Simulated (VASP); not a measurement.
# Mg3S2O (P6/mmm) in VASP: notebook, part 2 of 2

VASP 6.6.1. Earlier steps stand in the parts before.

## 4. Single point, PBE

This run uses another cell than the first one, of 72.26 Å³/atom.

INCAR

```
SYSTEM = Mg3S2O
PREC = Accurate
ENCUT = 520
EDIFF = 1E-7
ISMEAR = 0
SIGMA = 0.02
LREAL = .False.
LASPH = .True.
NELM = 60
ALGO = Normal
ISIF = 2
LWAVE = .False.
LCHARG = .False.
GGA = PE
NBANDS = 21
```

KPOINTS

```
regular mesh
0
Gamma
  6 6 6
  0 0 0
```

POSCAR

```
Mg3S2O
1.0
   10.8618189071      0.0000000000      0.0000000000
   -5.4309094536      9.4066111048      0.0000000000
    0.0000000000      0.0000000000      4.2435921736
Mg S O
3 2 1
Direct
    0.0000000000      0.0000000000      0.0000000000
    0.3333333333      0.6666666667      0.0000000000
    0.6666666667      0.3333333333      0.0000000000
    0.3333333333      0.6666666667      0.5000000000
    0.6666666667      0.3333333333      0.5000000000
    0.0000000000      0.0000000000      0.5000000000
```

Potentials or basis: VASP PAW PBE potentials, release 64 (Mg, S, O).

Command:

```
$ cat potpaw_PBE.64/Mg/POTCAR potpaw_PBE.64/S/POTCAR potpaw_PBE.64/O/POTCAR > POTCAR
$ mpirun -np 1 vasp_std > vasp.out
```

OUTCAR:

```text
SYSTEM = Mg3S2O
   PREC = Accurate
   ENCUT = 520
   EDIFF = 1E-7
   ISMEAR = 0
   LREAL = .False.
   LASPH = .True.
   NELM = 60
   ISIF = 2
   GGA = PE

 ion  position               nearest neighbor table
   1  0.000  0.000  0.000-   6 2.12   6 2.12
   2  0.333  0.667  0.000-   4 2.12   4 2.12
   3  0.667  0.333  0.000-   5 2.12   5 2.12
   4  0.333  0.667  0.500-   2 2.12   2 2.12
   5  0.667  0.333  0.500-   3 2.12   3 2.12
   6  0.000  0.000  0.500-   1 2.12   1 2.12

  LATTYP: Found a hexagonal cell.
 ALAT       =    10.8618189071
 C/A-ratio  =     0.3906889085

  Lattice vectors:

 A1 = (  10.8618189071,   0.0000000000,   0.0000000000)
 A2 = (  -5.4309094536,   9.4066111048,   0.0000000000)
 A3 = (   0.0000000000,   0.0000000000,   4.2435921736)

Analysis of symmetry for initial positions (statically):
=====================================================================
 Subroutine PRICEL returns:
 Original cell was already a primitive cell.

 Routine SETGRP: Setting up the symmetry group for a
 hexagonal supercell.

 Subroutine GETGRP returns: Found 24 space group operations
 (whereof 24 operations were pure point group operations)
 out of a pool of 24 trial point group operations.

The static configuration has the point symmetry D_6h.

Analysis of symmetry for dynamics (positions and initial velocities):
=====================================================================
 Subroutine PRICEL returns:
 Original cell was already a primitive cell.

 Routine SETGRP: Setting up the symmetry group for a
 hexagonal supercell.

 Subroutine GETGRP returns: Found 24 space group operations
 (whereof 24 operations were pure point group operations)
 out of a pool of 24 trial point group operations.

[... 126 lines left out ...]
   IMIX   =      4    mixing-type and parameters
     AMIX     =   0.40;   BMIX     =  1.00
     AMIX_MAG =   1.60;   BMIX_MAG =  1.00
  volume/ion in A,a.u.               =      72.26       487.66
  Fermi-wavevector in a.u.,A,eV,Ry     =   0.623910  1.179019  5.296258  0.389264
  Thomas-Fermi vector in A             =   1.684283
   LORBIT       =      0    0 simple, 1 ext, 2 COOP (PROOUT), +10 PAW based schemes
   GGA     = PE    functional components
   LHFCALC =     F    Hartree Fock is set to
   AEXX    =    0.0000 exact exchange contribution
   IVDW    =     0    specifies the selected vdW correction
   LEPSILON=     F    determine dielectric tensor
   LRPA    =     F    only Hartree local field effects (RPA)
 non-spin polarized calculation
 Gauss-broadening in eV      SIGMA  =   0.02
  energy-cutoff  :      520.00
  volume of cell :      433.58
 maximum number of plane-waves:     11740
 NGX is ok and might be reduce to    84
   NGX = 41   NGY = 41   NGZ = 15

 number of electron      23.9999994 magnetization

 Free energy of the ion-electron system (eV)
  ---------------------------------------------------
  ext. energy  EPLUGINS =         0.00000000
  ---------------------------------------------------
  free energy    TOTEN  =       -20.44407302 eV

  energy without entropy =      -20.44407302  energy(sigma->0) =      -20.44407302

 E-fermi :  -2.7914     XC(G=0):  -3.9767

 val. band max:       -2.8889957167   @ k =   0.5000   0.0000   0.5000
 cond. band min:      -1.3606358108   @ k =   0.0000   0.0000   0.0000
 fundamental gap:      1.5283599060
 Fermi energy:        -2.7913617747

 k-point     1 :       0.0000    0.0000    0.0000
  band No.  band energies     occupation
      1     -17.6397      2.00000
      2     -14.3785      2.00000
      3     -14.3760      2.00000
      4      -5.3693      2.00000
      5      -5.3665      2.00000
      6      -4.3337      2.00000
[... 565 lines left out ...]
     20       2.3398      0.00000
     21       2.4835      0.00000

 [... further k-points ...]

------------------------ aborting loop because EDIFF is reached ----------------------------------------

  FORCE on cell =-STRESS in cart. coord.  units (eV):
  Direction    XX          YY          ZZ          XY          YZ          ZX
  --------------------------------------------------------------------------------------
  -------------------------------------------------------------------------------------
  Total        0.0443539      0.0443539      0.0984657     -0.0000000      0.0000000      0.0000000
  in kB        0.1638979      0.1638979      0.3638533     -0.0000000      0.0000000      0.0000000
  external PRESSURE =       0.2305497 kB  Pullay stress =       0.0000000 kB

 VOLUME and BASIS-vectors are now :
 -----------------------------------------------------------------------------
  energy-cutoff  :      520.00
  volume of cell :      433.58
      direct lattice vectors                 reciprocal lattice vectors
    10.861818907  0.000000000  0.000000000     0.092065612  0.053154106  0.000000000
    -5.430909454  9.406611105  0.000000000     0.000000000  0.106308211  0.000000000
     0.000000000  0.000000000  4.243592174     0.000000000  0.000000000  0.235649412

 POSITION                                       TOTAL-FORCE (eV/Angst)
 -----------------------------------------------------------------------------------
      0.00000      0.00000      0.00000        -0.000000      0.000000     -0.000000
     -0.00000      6.27107      0.00000         0.000000     -0.000000     -0.000000
      5.43091      3.13554      0.00000        -0.000000      0.000000     -0.000000
     -0.00000      6.27107      2.12180        -0.000000      0.000000     -0.000000
      5.43091      3.13554      2.12180         0.000000      0.000000      0.000000
      0.00000      0.00000      2.12180        -0.000000      0.000000     -0.000000
 -----------------------------------------------------------------------------------
    total drift:                                0.000000     -0.000000      0.000000

  FREE ENERGIE OF THE ION-ELECTRON SYSTEM (eV)
  ---------------------------------------------------
  free  energy   TOTEN  =       -20.4440730241 eV

  energy  without entropy=      -20.4440730241  energy(sigma->0) =      -20.44407302
```

OSZICAR:

```text
N       E                     dE             d eps       ncg     rms          rms(c)
DAV:   1     0.150910612864E+03    0.15091E+03   -0.72413E+03  1176   0.778E+02
DAV:   2     0.792207582460E+01   -0.14299E+03   -0.13579E+03  1686   0.146E+02
DAV:   3    -0.268666096370E+02   -0.34789E+02   -0.34571E+02  1445   0.803E+01
DAV:   4    -0.278170231500E+02   -0.95041E+00   -0.94977E+00  1394   0.168E+01
[... 10 lines left out ...]
DAV:  15    -0.204440753138E+02    0.21922E-05   -0.26842E-05  1216   0.241E-02    0.106E-02
DAV:  16    -0.204440738187E+02    0.14951E-05   -0.37407E-05  1582   0.177E-02    0.906E-03
DAV:  17    -0.204440728923E+02    0.92646E-06   -0.11331E-05  1216   0.118E-02    0.215E-03
DAV:  18    -0.204440729988E+02   -0.10654E-06   -0.39565E-07  1313   0.296E-03    0.333E-04
DAV:  19    -0.204440730241E+02   -0.25306E-07   -0.35308E-08  1037   0.118E-03
   1 F= -.20444073E+02 E0= -.20444073E+02  d E =-.145345E-12
```

stdout:

```text
POSCAR found type information on POSCAR MgS O
 POSCAR found :  3 types and       6 ions
 scaLAPACK will be used
 LDA part: xc-table for (Slater+PW92), standard interpolation
 POSCAR, INCAR and KPOINTS ok, starting setup
 FFT: planning ... GRIDC
 FFT: planning ... GRID_SOFT
 FFT: planning ... GRID
 WAVECAR not read
 entering main loop
```

Wall time 8.8 min (1 thread of Intel Xeon Platinum 8175M at 2.50GHz (Skylake/Cascade Lake), shared host); peak memory 0.66 GiB.

Results:

| Item | Value |
| --- | --- |
| Free energy | -20.4441 eV |
| Pressure | 0.0 GPa |
| Band gap on the k mesh | 1.53 eV (least direct gap 1.75 eV) |

Levels at points of the mesh, in eV from the valence-band top:
| k point | band 9 | band 10 | band 11 | band 12 | band 13 | band 14 | band 15 | band 16 |
| --- | --- | --- | --- | --- | --- | --- | --- | --- |
| (0.00, 0.00, 0.00) | -1.37 | -1.37 | -0.22 | -0.22 | 1.53 | 2.39 | 2.77 | 4.28 |
| (0.50, 0.00, 0.00) | -1.39 | -1.36 | -0.22 | -0.22 | 1.70 | 2.26 | 2.53 | 4.22 |
| (0.00, 0.00, 0.50) | -1.02 | -1.02 | 0.00 | 0.00 | 3.67 | 3.67 | 3.72 | 3.96 |
| (0.50, 0.00, 0.50) | -1.03 | -1.02 | 0.00 | 0.00 | 3.48 | 3.56 | 3.84 | 4.14 |

A k mesh can miss the band edges.

## 5. Summary

```csv
task,spin,cell,k mesh,cutoff (eV),smearing,gap on the mesh (eV),pressure (GPa)
relaxation of cell and atoms,off,"relaxed from a = 4.534, b = 4.534, c = 7.407 Å, angles 90.0, 90.0, 120.0°, 6 atoms",6 × 6 × 4,600,gaussian 0.1 eV,none,0.0
single point,"collinear, ferromagnetic start","a = 4.534, b = 4.534, c = 7.407 Å, angles 90.0, 90.0, 120.0°, 6 atoms",6 × 6 × 4,520,gaussian 0.1 eV,none,3.7
single point,off,"a = 10.862, b = 10.862, c = 4.244 Å, angles 90.0, 90.0, 120.0°, 6 atoms",6 × 6 × 6,520,gaussian 0.02 eV,1.53,0.0
```

Alike in all rows: level PBE; potentials or basis VASP PAW PBE potentials, release 64 (Mg, S, O).

Caveats: the volume moved by over 15 % at a fixed basis, so the end points are rough (at least some runs); semilocal functionals underestimate gaps, and a narrow one can read as zero (at least some runs); the stress differs along the axes, from -9 to 10 GPa (at least some runs).

Total energies depend on the potentials used, so only differences within one code and one set of settings carry meaning.

The gap in the log of VASP goes by the Fermi energy; the results here count the filled bands.